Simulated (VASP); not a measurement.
MgCu4Sn, 6 atoms in the cell. Symmetry: F-43m, No. 216, cubic system. The conventional cell has a = 7.033 Å, b = 7.033 Å, c = 7.033 Å, α = 90.00°, β = 90.00°, γ = 90.00°. Mg (site symmetry -43m) has 12 Cu at 2.92 Å and 4 Sn at 3.05 Å within 3.8 Å. Cu (site symmetry 3m) has 6 Cu at 2.48 to 2.49 Å and 3 Mg at 2.92 Å and 3 Sn at 2.92 Å within 3.3 Å. Sn (site symmetry -43m) has 12 Cu at 2.92 Å and 4 Mg at 3.05 Å within 3.8 Å.  This cell differs from its parent crystal: volume scaled by 1.03, then relaxed in part.

| Item | Value |
| --- | --- |
| Program | VASP 6.6.1 |
| Task | single point |
| Functional | PBEsol |
| Potentials or basis | VASP PAW PBE potentials, release 64 (Mg, Cu, Sn_d) |
| Cutoff | 520 eV |
| k mesh | 10 × 10 × 10 |
| Occupations | gaussian, width 0.1 eV |
| Spin | no spin polarisation |
| Dipole correction | no |
| Further INCAR settings | ALGO = Fast; EDIFF = 1e-06; NBANDS = 39 |

Potentials or basis: VASP PAW PBE potentials, release 64 (Mg, Cu, Sn_d).

Launch:

```sh
$ cat potpaw_PBE.64/Mg/POTCAR potpaw_PBE.64/Cu/POTCAR potpaw_PBE.64/Sn_d/POTCAR > POTCAR
$ mpirun -np 1 vasp_std > vasp.out
```

Hardware: 1 thread of Oxide Virtual Turin-like Processor, with other jobs on the host.

Estimate the wall time of this run.

Run time: 5.8 min on 1 thread of Oxide Virtual Turin-like Processor, with other jobs on the host, peak memory 0.3 GiB. Counts: scf iterations 21, k points 47.
